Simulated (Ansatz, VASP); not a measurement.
## MoS2 in VASP and in Ansatz

```
Mo S
1.0
     1.58150    0.91308    6.18456
    -1.58150    0.91308    6.18456
     0.00000   -1.82616    6.18456
Mo S
1 2
Cartesian
  0.0000 0.0000 0.0000
  0.0000 0.0000 13.8856
  0.0000 0.0000 10.8521
```

Change from the starting cell: zz strain of +1 %, PAW files.

Alike in both runs: task electric field gradients; functional PBE; k mesh 13 × 13 × 13; occupations fermi-dirac, width 0.05 eV; no spin polarisation.

|  | VASP | Ansatz |
| --- | --- | --- |
| version | VASP 6.6.1 | Ansatz 0.2.0 |
| potentials or method | VASP PAW PBE potentials, release 64 (Mo_sv, S) | PAW with Ansatz's default frozen-core files, scalar-relativistic |
| plane-wave cutoff (eV) | 520 | 420 |
| valence electrons in the cell | 26 | 26 |

Ansatz gave:

| Item | Value |
| --- | --- |
| pressure (GPa) | 7.4 |
| traceless stress, the component that is largest in VASP (GPa) | 3.41 |
| rms of the force components (eV/Å) | 0.459 |
| size of Vzz on the site where it differs most (V/Å²) | 86.6 |

Problem. Estimate VASP's values.

Solution. Pressure (GPa): 7.3; traceless stress, the component that is largest in VASP (GPa): 3.36; rms of the force components (eV/Å): 0.451; size of Vzz on the site where it differs most (V/Å²): 89.5.

Atom by atom the forces differ by 0.008 eV/Å (rms over components). The functional is the same, so the differences come from potentials, cutoffs and numerics.
